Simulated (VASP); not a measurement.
Input of a VASP 6.6.1 run:

The input INCAR:

```
PREC     = Accurate       # precision mode
ENCUT    = 600            # plane-wave cutoff, eV
EDIFF    = 1E-6           # SCF threshold, eV
ISMEAR   = 0              # smearing method
SIGMA    = 0.1            # smearing width, eV
LREAL    = False          # projectors in reciprocal space
LASPH    = True           # aspherical terms in the spheres
NELM     = 60             # most SCF steps
ALGO     = Normal         # electronic algorithm
ISIF     = 3              # what is computed and relaxed
LWAVE    = False          # write WAVECAR
LCHARG   = False          # write CHGCAR
GGA      = PE             # functional
IBRION   = 2              # ionic algorithm
NSW      = 90             # ionic steps
EDIFFG   = -0.04          # ionic threshold
```

File KPOINTS:

```
regular mesh
0
Gamma
  6 6 4
```

POSCAR

```
Sr2Ge2As
1.0
    4.2155311300      0.0000000000      0.0000000000
   -2.1077655600      3.6507570500      0.0000000000
    0.0000000000      0.0000000000      7.3932153800
Sr Ge As
2 2 1
Direct
    0.3333333300      0.6666666700      0.2899999900
    0.6666666700      0.3333333300      0.7100000100
    0.3333333300      0.6666666700      0.6200000000
    0.6666666700      0.3333333300      0.3800000000
    0.0000000000      0.0000000000      0.0000000000
```

Potentials or basis: VASP PAW PBE potentials, release 64 (Sr_sv, Ge_d, As).

Launch:

```console
$ cat potpaw_PBE.64/Sr_sv/POTCAR potpaw_PBE.64/Ge_d/POTCAR potpaw_PBE.64/As/POTCAR > POTCAR
$ mpirun -np 1 vasp_std > vasp.out
```

(1) Estimate the relaxed volume.

(2) Estimate the relaxed cell.

Answers

(1) 30.00 Å³/atom.

(2) a = 4.287 Å, b = 4.287 Å, c = 9.425 Å, α = 90.00°, β = 90.00°, γ = 120.00°.

Caveat: the volume moved by over 15 % at a fixed basis, so the end points are rough.
